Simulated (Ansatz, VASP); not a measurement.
## Two plane-wave programs on Ti

```
Ti
1.0
     3.90808    0.00000    0.00000
     0.00000    3.90808    0.00000
     0.00000    0.00000    3.90808
Ti
3
Direct
  0.50000 0.00000 0.00000
  0.00000 0.50000 0.00000
  0.00000 0.00000 0.50000
```

Alike in both runs: functional PBE; k mesh 4 × 4 × 4; occupations gaussian, width 0.1 eV; no spin polarisation.

Ansatz relaxed the structure, and its values are those at the end. VASP's run is a single point on that final structure, the one shown.

|  | VASP | Ansatz |
| --- | --- | --- |
| version | VASP 6.6.1 | Ansatz 0.2.0 |
| potentials or method | VASP PAW PBE potentials, release 64 (Ti_sv), cutoff 520 eV | scalar-relativistic, plane waves, PAW |
| valence electrons in the cell | 36 | 36 |

VASP gave:

```
gap on the k mesh at the Fermi level (eV) : none
pressure (GPa)                            : -0.4
```

**Question.** What did Ansatz give for the same quantities?

**Answer.** gap on the k mesh at the Fermi level (eV): none; pressure (GPa): -0.1.

A gap of «none» marks a metal or a gap that the smearing closes.

The k mesh is coarse, so the values compare programs but aren't converged.
